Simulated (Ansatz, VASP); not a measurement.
## Sb: VASP beside Ansatz

Contents of INCAR:

```
SYSTEM = Sb
ALGO = Normal
EDIFF = 1E-6
ENCUT = 520
GGA = PE
GGA_COMPAT = .FALSE.
ISIF = 2
ISMEAR = -1
LASPH = .TRUE.
LCHARG = .FALSE.
LNONCOLLINEAR = .TRUE.
LORBIT = 11
LORBMOM = .TRUE.
LREAL = .FALSE.
LSORBIT = .TRUE.
LWAVE = .FALSE.
MAGMOM = 0 0 0 0 0 0
NBANDS = 22
NELM = 150
PREC = Accurate
SIGMA = 0.05
```

Contents of KPOINTS:

```
k-points
0
G
  6 6 6
  0 0 0
```

The input POSCAR:

```
Sb
1.0
    2.1542000000      1.2437279499      3.7580000000
   -2.1542000000      1.2437279499      3.7580000000
    0.0000000000     -2.4874558998      3.7580000000
Sb
2
Direct
    0.7665100000      0.7665100000      0.7665100000
    0.2334900000      0.2334900000      0.2334900000
```

Contents of input.yaml:

```yaml
crystal:
  lattice:
    - [2.1542, 1.2437279499, 3.758]
    - [-2.1542, 1.2437279499, 3.758]
    - [0.0, -2.4874558998, 3.758]
  atoms:
    - { symbol: Sb, position: [0.76651, 0.76651, 0.76651] }
    - { symbol: Sb, position: [0.23349, 0.23349, 0.23349] }
kpoints:
  mp_grid: { grid: [6, 6, 6] }
  band_path:
    path:
      - [0.0, 0.0, 0.0]
      - [0.5, 0.0, 0.0]
      - [0.5, 0.2396873643, -0.2396873643]
    npoints: 6
scf:
  occupations: { method: fermi_dirac, width: 0.05 }
hamiltonian:
  xc: pbe
  pseudopotentials: { kind: all_electron, lapw: { basis_error: 0.001 } }
magnetization:
  noncollinear: true
  spin_orbit: true
output:
  forces: true
  stress: true
  eigenvalues: true
```

Alike in both runs: functional PBE; k mesh 6 × 6 × 6; occupations fermi-dirac, width 0.05 eV; non-collinear spin, spin-orbit coupling.

|  | VASP | Ansatz |
| --- | --- | --- |
| version | VASP 6.6.1 | Ansatz 0.2.0 |
| potentials or method | VASP PAW PBE potentials, release 64 (Sb), cutoff 520 eV | all-electron LAPW, relativistic spinors |
| task | single point | band structure |

```csv
,VASP,Ansatz,Ansatz less VASP
pressure (GPa),2.9,2.8,-0.08
"traceless stress, the component that is largest in VASP (GPa)",-0.28,-0.25,+0.029
rms of the force components (eV/Å),0.069,0.042,-0.0269
```

Atom by atom the forces differ by 0.027 eV/Å (rms over components). Ansatz ran all-electron here, and VASP with PAW potentials.

Noted on Ansatz's run: the k mesh is thin for a metal, which can move the energy by tens of meV per atom.
